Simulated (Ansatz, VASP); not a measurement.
## Cd3Te2Se in VASP and in Ansatz

```
Cd Te Se
1.0
     4.58006    0.00000    0.00000
    -2.29003    3.96645    0.00000
     0.00000    0.00000   22.48444
Cd Te Se
6 4 2
Direct
  0.33333 0.66667 0.00654
  0.33333 0.66667 0.33357
  0.33333 0.66667 0.66017
  0.66667 0.33333 0.16017
  0.66667 0.33333 0.50654
  0.66667 0.33333 0.83357
  0.33333 0.66667 0.46081
  0.33333 0.66667 0.78790
  0.66667 0.33333 0.28790
  0.66667 0.33333 0.96081
  0.33333 0.66667 0.12602
  0.66667 0.33333 0.62602
```

Alike in both runs: task single point; functional PBE; k mesh 12 × 12 × 2; occupations gaussian, width 0.01 eV; no spin polarisation.

|  | VASP | Ansatz |
| --- | --- | --- |
| version | VASP 6.6.1 | Ansatz 0.2.0 |
| potentials or method | VASP PAW PBE potentials, release 64 (Cd, Te, Se), cutoff 520 eV | scalar-relativistic, plane waves, PAW |
| valence electrons in the cell | 108 | 216 |

|  | VASP | Ansatz | Ansatz less VASP |
| --- | --- | --- | --- |
| gap on the k mesh at the Fermi level (eV) | 0.26 | 0.26 | +0.005 |
| least direct gap on the mesh (eV) | 0.26 | 0.26 | +0.005 |

The functional is the same, so the differences come from potentials, cutoffs and numerics. VASP's potentials hold 108 valence electrons a cell and Ansatz's 216, so a difference there can come from the potentials and not from the codes.

Spin-orbit coupling is off throughout.
